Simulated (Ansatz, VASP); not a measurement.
## One calculation of Pd, two programs

File INCAR:

```
SYSTEM = Pd
ALGO = Normal
EDIFF = 1E-6
ENCUT = 520
GGA = PE
ISIF = 2
ISMEAR = -1
LASPH = .TRUE.
LCHARG = .FALSE.
LREAL = .FALSE.
LWAVE = .FALSE.
NBANDS = 11
NELM = 80
PREC = Accurate
SIGMA = 0.05
```

Contents of KPOINTS:

```
k-points
0
G
  18 18 18
  0 0 0
```

Contents of POSCAR:

```
Pd
1.0
    0.0000000000      1.9704937245      1.9704937245
    1.9704937245      0.0000000000      1.9704937245
    1.9704937245      1.9704937245      0.0000000000
Pd
1
Direct
    0.0000000000      0.0000000000      0.0000000000
```

Input for Ansatz:

```yaml
crystal:
  lattice:
    - [0.0, 1.9704937245, 1.9704937245]
    - [1.9704937245, 0.0, 1.9704937245]
    - [1.9704937245, 1.9704937245, 0.0]
  atoms:
    - { symbol: Pd, position: [0.0, 0.0, 0.0] }
kpoints:
  mp_grid: { grid: [18, 18, 18] }
scf:
  occupations: { method: fermi_dirac, width: 0.05 }
hamiltonian:
  xc: pbe
  pseudopotentials: { kind: all_electron, lapw: { basis_error: 0.00025 } }
output:
  forces: true
  stress: true
  eigenvalues: true
```

Change from the starting cell: volume scaled by 1.04.

Alike in both runs: task single point; functional PBE; k mesh 18 × 18 × 18; occupations fermi-dirac, width 0.05 eV; no spin polarisation.

|  | VASP | Ansatz |
| --- | --- | --- |
| version | VASP 6.6.1 | Ansatz 0.2.0 |
| potentials or method | VASP PAW PBE potentials, release 64 (Pd), cutoff 520 eV | all-electron LAPW, scalar-relativistic |

Ansatz gave:

```
pressure (GPa) : 0.1
```

Problem. Which values does VASP return?

Solution. Pressure (GPa): -0.1.

Ansatz ran all-electron here, and VASP with PAW potentials.
